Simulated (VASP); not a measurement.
Write the native input for VASP 6.6.1 that does the following.

```yaml
Task: single point
Functional: PBEsol
Potentials_or_basis: VASP PAW PBE potentials, release 64 (Li_sv, Nb_sv, O)
Cutoff: 520 eV
k_mesh: 6 × 6 × 6
Occupations: gaussian, width 0.02 eV
Spin: no spin polarisation
Dipole_correction: no
Further_INCAR_settings: ALGO = Normal; EDIFF = 1e-07; NBANDS = 48
```

The structure of Li7NbO6 lies in POSCAR:

```
Li7NbO6
1.0
    2.8554401283      1.6485891267      4.9813521470
   -2.8554401283      1.6485891267      4.9813521470
    0.0000000000     -3.2971782535      4.9813521470
Li Nb O
7 1 6
Direct
    0.4997112063      0.7240713459      0.1162901907
    0.2273534524      0.9337359618      0.4946608062
    0.9337359618      0.4946608062      0.2273534524
    0.6463471623      0.6463471623      0.6463471623
    0.1162901907      0.4997112063      0.7240713459
    0.7240713459      0.1162901907      0.4997112063
    0.4946608062      0.2273534524      0.9337359618
    0.0026954080      0.0026954080      0.0026954080
    0.6509320541      0.8821453292      0.2281095153
    0.0733806457      0.8035122500      0.3679726724
    0.8035122500      0.3679726724      0.0733806457
    0.2281095153      0.6509320541      0.8821453292
    0.8821453292      0.2281095153      0.6509320541
    0.3679726724      0.0733806457      0.8035122500
```

This cell differs from its parent crystal: volume scaled by 1.10, then relaxed in part.

The input as run:

INCAR

```
SYSTEM = Li7NbO6
PREC     = Accurate       ! precision mode
ENCUT    = 520            ! plane-wave cutoff, eV
EDIFF    = 1E-7           ! SCF threshold, eV
ISMEAR   = 0              ! smearing method
SIGMA    = 0.02           ! smearing width, eV
LREAL    = .False.        ! projectors in reciprocal space
LASPH    = .True.         ! aspherical terms in the spheres
NELM     = 80             ! most SCF steps
ALGO     = Normal         ! electronic algorithm
ISIF     = 2              ! what is computed and relaxed
LWAVE    = .False.        ! write WAVECAR
LCHARG   = .False.        ! write CHGCAR
GGA      = PS             ! functional
NBANDS   = 48             ! bands
```

KPOINTS

```
Automatic mesh
0
Gamma
  6 6 6
  0 0 0
```

Potentials or basis: VASP PAW PBE potentials, release 64 (Li_sv, Nb_sv, O).

Run with:

```bash
$ cat potpaw_PBE.64/Li_sv/POTCAR potpaw_PBE.64/Nb_sv/POTCAR potpaw_PBE.64/O/POTCAR > POTCAR
$ mpirun -np 1 vasp_std > vasp.out
```

It gave:

- Largest force: 0.027 eV/Å
- Band gap on the k mesh: 3.71 eV, indirect (least direct gap 3.88 eV)

Caveat: the PAW data sets were made with another functional, which shifts forces and pressure a little.

Wall time 4.9 min on 1 thread of Intel(R) Xeon(R) 6975P-C (Granite Rapids), with other jobs on the host, peak memory 0.43 GiB.
